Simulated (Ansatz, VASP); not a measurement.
# Two plane-wave programs on ZrH4

```
Zr H
1.0
     1.89659   -3.00124    0.00000
     1.89659    3.00124    0.00000
     0.00000    0.00000    3.51573
Zr H
1 4
Direct
  0.00000 0.00000 0.00000
  0.65834 0.34166 0.00000
  0.34166 0.65834 0.00000
  0.75707 0.75707 0.50000
  0.24293 0.24293 0.50000
```

Change from the starting cell: ordered vacancies on the cation sites of rutile (Cmmm, No. 65).

Alike in both runs: functional PBE; k mesh 4 × 4 × 6; occupations gaussian, width 0.1 eV; no spin polarisation.

Ansatz relaxed the structure, and its values are those at the end. VASP's run is a single point on that final structure, the one shown.

|  | VASP | Ansatz |
| --- | --- | --- |
| version | VASP 6.6.1 | Ansatz 0.2.0 |
| potentials or method | VASP PAW PBE potentials, release 64 (Zr_sv, H), cutoff 520 eV | scalar-relativistic, plane waves, PAW |
| valence electrons in the cell | 16 | 16 |

|  | VASP | Ansatz | Ansatz less VASP |
| --- | --- | --- | --- |
| gap on the k mesh at the Fermi level (eV) | none | none | - |
| pressure (GPa) | -0.1 | 0.0 | +0.11 |
| rms of the force components (eV/Å) | 0.005 | 0.006 | +0.0011 |

A gap of «none» marks a metal or a gap that the smearing closes.

The k mesh is coarse, so the values compare programs but aren't converged.
